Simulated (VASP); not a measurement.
# BN (NiAs type) (P6_3/mmc) in VASP: further runs

The runs below take BN (NiAs type) through single point, relaxation of cell and atoms, with PBE.

Program: VASP 6.6.1. These are calculated values, not measurements. Logs are shortened: lines on timing, memory, paths and dates and some standing lists are left out, and cuts for length are marked.

## (1) The cell of the first run

Symmetry: P6_3/mmc, No. 194, hexagonal system. The conventional cell has a = 2.293 Å, b = 2.293 Å, c = 3.720 Å, α = 90.00°, β = 90.00°, γ = 120.00°. B (site symmetry -3m) has 6 N at 1.62 Å and 2 B at 1.86 Å within 2.2 Å. N (site symmetry -6m2) has 6 B at 1.62 Å within 2.2 Å.

## (2) Single point, PBE

Input file INCAR:

```
PREC = Accurate
ENCUT = 520
EDIFF = 1E-7
ISMEAR = -1
SIGMA = 0.05
LREAL = F
LASPH = T
NELM = 80
ALGO = Normal
ISIF = 2
LWAVE = F
LCHARG = F
GGA = PE
NBANDS = 16
```

Input file KPOINTS:

```
Automatic mesh
0
Gamma
  13 13 7
```

Input file POSCAR:

```
BN
1.0
    2.2925230560      0.0000000000      0.0000000000
   -1.1462615280      1.9853832052      0.0000000000
    0.0000000000      0.0000000000      3.7198455343
B N
2 2
Direct
    0.0000000000      0.0000000000      0.0000000000
    0.0000000000      0.0000000000      0.5000000000
    0.3333333333      0.6666666667      0.2500000000
    0.6666666667      0.3333333333      0.7500000000
```

Potentials or basis: VASP PAW PBE potentials, release 64 (B, N).

Launch:

```console
> cat potpaw_PBE.64/B/POTCAR potpaw_PBE.64/N/POTCAR > POTCAR
> mpirun -np 1 vasp_std > vasp.out
```

OUTCAR:

```text
PREC = Accurate
   ENCUT = 520
   EDIFF = 1E-7
   ISMEAR = -1
   LREAL = F
   LASPH = T
   NELM = 80
   ISIF = 2
   GGA = PE

 ion  position               nearest neighbor table
   1  0.000  0.000  0.000-   3 1.62   4 1.62   3 1.62   4 1.62   4 1.62   3 1.62   2 1.86   2 1.86

   2  0.000  0.000  0.500-   3 1.62   4 1.62   3 1.62   4 1.62   4 1.62   3 1.62   1 1.86   1 1.86

   3  0.333  0.667  0.250-   1 1.62   2 1.62   1 1.62   2 1.62   1 1.62   2 1.62
   4  0.667  0.333  0.750-   1 1.62   2 1.62   1 1.62   2 1.62   1 1.62   2 1.62

  LATTYP: Found a hexagonal cell.
 ALAT       =     2.2925230560
 C/A-ratio  =     1.6225989634

  Lattice vectors:

 A1 = (   2.2925230560,   0.0000000000,   0.0000000000)
 A2 = (  -1.1462615280,   1.9853832052,   0.0000000000)
 A3 = (   0.0000000000,   0.0000000000,   3.7198455343)

Analysis of symmetry for initial positions (statically):
=====================================================================
 Subroutine PRICEL returns:
 Original cell was already a primitive cell.

 Routine SETGRP: Setting up the symmetry group for a
 hexagonal supercell.

 Subroutine GETGRP returns: Found 24 space group operations
 (whereof 12 operations were pure point group operations)
 out of a pool of 24 trial point group operations.

The static configuration has the point symmetry D_3d.
 The point group associated with its full space group is D_6h.

Analysis of symmetry for dynamics (positions and initial velocities):
=====================================================================
 Subroutine PRICEL returns:
 Original cell was already a primitive cell.

 Routine SETGRP: Setting up the symmetry group for a
 hexagonal supercell.

 Subroutine GETGRP returns: Found 24 space group operations
 (whereof 12 operations were pure point group operations)
 out of a pool of 24 trial point group operations.

The dynamic configuration has the point symmetry D_3d.
 The point group associated with its full space group is D_6h.

 Subroutine INISYM returns: Found 24 space group operations
 (whereof 12 operations are pure point group operations),
 and found     1 'primitive' translations

----------------------------------------------------------------------------------------

                                     Primitive cell

  volume of cell :      16.9310

  direct lattice vectors                    reciprocal lattice vectors
     2.292523056  0.000000000  0.000000000     0.436200629  0.251840551  0.000000000
    -1.146261528  1.985383205  0.000000000     0.000000000  0.503681102  0.000000000
     0.000000000  0.000000000  3.719845534     0.000000000  0.000000000  0.268828367

  length of vectors
     2.292523056  2.292523056  3.719845534     0.503681102  0.503681102  0.268828367

  position of ions in fractional coordinates (direct lattice)
     0.000000000  0.000000000  0.000000000
     0.000000000  0.000000000  0.500000000
     0.333333333  0.666666667  0.250000000
     0.666666667  0.333333333  0.750000000

  ion indices of the primitive-cell ions
   primitive index   ion index
                 1           1
                 2           2
                 3           3
                 4           4

----------------------------------------------------------------------------------------

 KPOINTS: Automatic mesh

Automatic generation of k-mesh.
 Grid dimensions read from file:
 generate k-points for:   13   13    7

 Generating k-lattice:

  Cartesian coordinates                     Fractional coordinates (reciprocal lattice)
     0.033553895  0.019372350  0.000000000     0.076923077  0.000000000  0.000000000
     0.000000000  0.038744700  0.000000000     0.000000000  0.076923077  0.000000000
     0.000000000  0.000000000  0.038404052     0.000000000  0.000000000  0.142857143

  Length of vectors
     0.038744700  0.038744700  0.038404052

  Shift w.r.t. Gamma in fractional coordinates (k-lattice)
     0.000000000  0.000000000  0.000000000

 Subroutine IBZKPT returns following result:
 ===========================================

 Found     84 irreducible k-points:

 Following reciprocal coordinates:
            Coordinates               Weight
  0.000000  0.000000  0.000000      1.000000
  0.076923  0.000000  0.000000      6.000000
  0.153846  0.000000  0.000000      6.000000
  0.230769  0.000000  0.000000      6.000000
  0.307692  0.000000  0.000000      6.000000
  0.384615  0.000000  0.000000      6.000000
[... 16 lines left out ...]
  0.076923  0.000000  0.142857     12.000000
  0.153846  0.000000  0.142857     12.000000
 [... further k-points ...]
   k-points           NKPTS =     84   k-points in BZ     NKDIM =     84   number of bands    NBANDS=     16
   number of dos      NEDOS =    301   number of ions     NIONS =      4
   total plane-waves  NPLWV =   9072
   dimension x,y,z NGX =    18 NGY =   18 NGZ =   28
   dimension x,y,z NGXF=    36 NGYF=   36 NGZF=   56
   ions per type =               2   2
   NGX,Y,Z   is equivalent  to a cutoff of  13.05, 13.05, 12.51 a.u.
   NGXF,Y,Z  is equivalent  to a cutoff of  26.11, 26.11, 25.03 a.u.
 SYSTEM =  unknown system
   PREC   = accura    normal or accurate (medium, high low for compatibility)
   ISTART =      0    job   : 0-new  1-cont  2-samecut
   ICHARG =      2    charge: 1-file 2-atom 10-const
   ISPIN  =      1    spin polarized calculation?
   LNONCOLLINEAR =      F non collinear calculations
   LSORBIT =      F    spin-orbit coupling
   LASPH  =      T    aspherical Exc in radial PAW
   ENCUT  =  520.0 eV  38.22 Ry    6.18 a.u.   4.26  4.26  6.92*2*pi/ulx,y,z
   NELM   =     80;   NELMIN=  2; NELMDL= -5     # of ELM steps
   EDIFF  = 0.1E-06   stopping-criterion for ELM
   LREAL  =      F    real-space projection
   EDIFFG = 0.1E-05   stopping-criterion for IOM
   NSW    =      0    number of steps for IOM
   IBRION =     -1    ionic relax: 0-MD 1-quasi-New 2-CG
   NFREE  =      0    steps in history (QN), initial steepest desc. (CG)
   ISIF   =      2    stress and relaxation
   ISYM   =      2    0-nonsym 1-usesym 2-fastsym
   POTIM  = 0.5000    time-step for ionic-motion
   TEBEG  =    0.0;   TEEND  =   0.0 temperature during run
   PSTRESS=    0.0 pullay stress
   NELECT =      16.0000    total number of electrons
   NUPDOWN=      -1.0000    fix difference up-down
   EMIN   =  10.00;   EMAX   =-10.00  energy-range for DOS
   EFERMI =   0.00;   METHOD = LEGACY
   ISMEAR =    -1;   SIGMA  =   0.05  broadening in eV -4-tet -1-fermi 0-gaus
   EFERMI_NEDOS =   21; number of points for ismear=-14 and -15
   IALGO  =     38    algorithm
   IMIX   =      4    mixing-type and parameters
     AMIX     =   0.40;   BMIX     =  1.00
     AMIX_MAG =   1.60;   BMIX_MAG =  1.00
  volume/ion in A,a.u.               =       4.23        28.56
  Fermi-wavevector in a.u.,A,eV,Ry     =   1.606524  3.035890 35.115532  2.580919
  Thomas-Fermi vector in A             =   2.702698
   LORBIT       =      0    0 simple, 1 ext, 2 COOP (PROOUT), +10 PAW based schemes
   GGA     = PE    functional components
   LHFCALC =     F    Hartree Fock is set to
   AEXX    =    0.0000 exact exchange contribution
   IVDW    =     0    specifies the selected vdW correction
   LEPSILON=     F    determine dielectric tensor
   LRPA    =     F    only Hartree local field effects (RPA)
 non-spin polarized calculation
  energy-cutoff  :      520.00
  volume of cell :       16.93
 maximum number of plane-waves:       472
 NGX is ok and might be reduce to    18
   NGX =  9   NGY =  9   NGZ = 13

 number of electron      15.9999992 magnetization

 Free energy of the ion-electron system (eV)
  ---------------------------------------------------
  ext. energy  EPLUGINS =         0.00000000
  ---------------------------------------------------
  free energy    TOTEN  =       -25.97606764 eV

  energy without entropy =      -25.97606764  energy(sigma->0) =      -25.97606764

 E-fermi :  14.9265     XC(G=0): -14.8985

 val. band max:       13.9033745795   @ k =   0.1538   0.0000   0.0000
 cond. band min:      16.9466445779   @ k =   0.3077   0.3077   0.0000
 fundamental gap:      3.0432699984
 Fermi energy:        14.9265200337

 k-point     1 :       0.0000    0.0000    0.0000
  band No.  band energies     occupation
      1     -12.0036      2.00000
      2      -5.8302      2.00000
      3      -0.9793      2.00000
      4      12.1781      2.00000
      5      12.1781      2.00000
      6      13.0202      2.00000
[... 8 lines left out ...]
     15      31.4622      0.00000
     16      31.7592      0.00000

 k-point     2 :       0.0769    0.0000    0.0000
  band No.  band energies     occupation
      1     -11.8315      2.00000
      2      -5.6596      2.00000
      3      -0.8364      2.00000
      4      10.7663      2.00000
      5      11.2770      2.00000
      6      12.9298      2.00000
[... 8 lines left out ...]
     15      30.8051      0.00000
     16      31.9088      0.00000

 k-point     3 :       0.1538    0.0000    0.0000
  band No.  band energies     occupation
      1     -11.3172      2.00000
      2      -5.1543      2.00000
      3      -0.4112      2.00000
      4       8.1755      2.00000
      5       9.9885      2.00000
      6      11.7959      2.00000
[... 8 lines left out ...]
     15      29.8442      0.00000
     16      30.3701      0.00000

 k-point     4 :       0.2308    0.0000    0.0000
  band No.  band energies     occupation
      1     -10.4660      2.00000
      2      -4.3390      2.00000
      3       0.2827      2.00000
      4       5.3103      2.00000
      5       8.7942      2.00000
      6       9.9082      2.00000
[... 8 lines left out ...]
     15      29.0433      0.00000
     16      31.0167      0.00000
[... 324 lines left out ...]
 k-point    22 :       0.0000    0.0000    0.1429
  band No.  band energies     occupation
      1     -11.8376      2.00000
      2      -6.6189      2.00000
      3       0.0967      2.00000
      4      12.2451      2.00000
      5      12.2451      2.00000
      6      12.6697      2.00000
[... 8 lines left out ...]
     15      30.2035      0.00000
     16      33.5110      0.00000

 k-point    23 :       0.0769    0.0000    0.1429
  band No.  band energies     occupation
      1     -11.6657      2.00000
      2      -6.4487      2.00000
      3       0.2363      2.00000
      4      10.8665      2.00000
      5      11.3873      2.00000
      6      12.6730      2.00000
[... 8 lines left out ...]
     15      29.7825      0.00000
     16      32.2820      0.00000

 k-point    24 :       0.1538    0.0000    0.1429
  band No.  band energies     occupation
      1     -11.1514      2.00000
      2      -5.9426      2.00000
      3       0.6473      2.00000
      4       8.3043      2.00000
      5      10.1336      2.00000
      6      11.5265      2.00000
[... 8 lines left out ...]
     15      29.1817      0.00000
     16      30.7672      0.00000

 [... further k-points ...]
[... 5 lines left out ...]
  --------------------------------------------------------------------------------------
  -------------------------------------------------------------------------------------
  Total       15.9497565     15.9497565     15.8921061      0.0000000      0.0000000     -0.0000000
  in kB     1509.3212159   1509.3212158   1503.8657729      0.0000000      0.0000000     -0.0000000
  external PRESSURE =    1507.5027348 kB  Pullay stress =       0.0000000 kB

 VOLUME and BASIS-vectors are now :
 -----------------------------------------------------------------------------
  energy-cutoff  :      520.00
  volume of cell :       16.93
      direct lattice vectors                 reciprocal lattice vectors
     2.292523056  0.000000000  0.000000000     0.436200629  0.251840551  0.000000000
    -1.146261528  1.985383205  0.000000000     0.000000000  0.503681102  0.000000000
     0.000000000  0.000000000  3.719845534     0.000000000  0.000000000  0.268828367

 POSITION                                       TOTAL-FORCE (eV/Angst)
 -----------------------------------------------------------------------------------
      0.00000      0.00000      0.00000        -0.000000      0.000000      0.000000
      0.00000      0.00000      1.85992        -0.000000      0.000000      0.000000
     -0.00000      1.32359      0.92996        -0.000000      0.000000     -0.000000
      1.14626      0.66179      2.78988         0.000000     -0.000000      0.000000
 -----------------------------------------------------------------------------------
    total drift:                                0.000000     -0.000000      0.000000

  FREE ENERGIE OF THE ION-ELECTRON SYSTEM (eV)
  ---------------------------------------------------
  free  energy   TOTEN  =       -25.9760676417 eV

  energy  without entropy=      -25.9760676417  energy(sigma->0) =      -25.97606764
```

Wall time 10 s (1 thread of Intel Xeon 6975P-C (Granite Rapids), shared host); peak memory 0.13 GiB.

What came out:

```yaml
Free_energy: -25.9761 eV
Pressure: 150.8 GPa
Band_gap_on_the_k_mesh: 3.04 eV, indirect (least direct gap 6.82 eV)
```

Stress tensor (GPa, compression positive):
```
150.93   0.00   0.00
  0.00 150.93   0.00
  0.00   0.00 150.39
```

A k mesh can miss the band edges.

(Continued in part 2 of 2.)
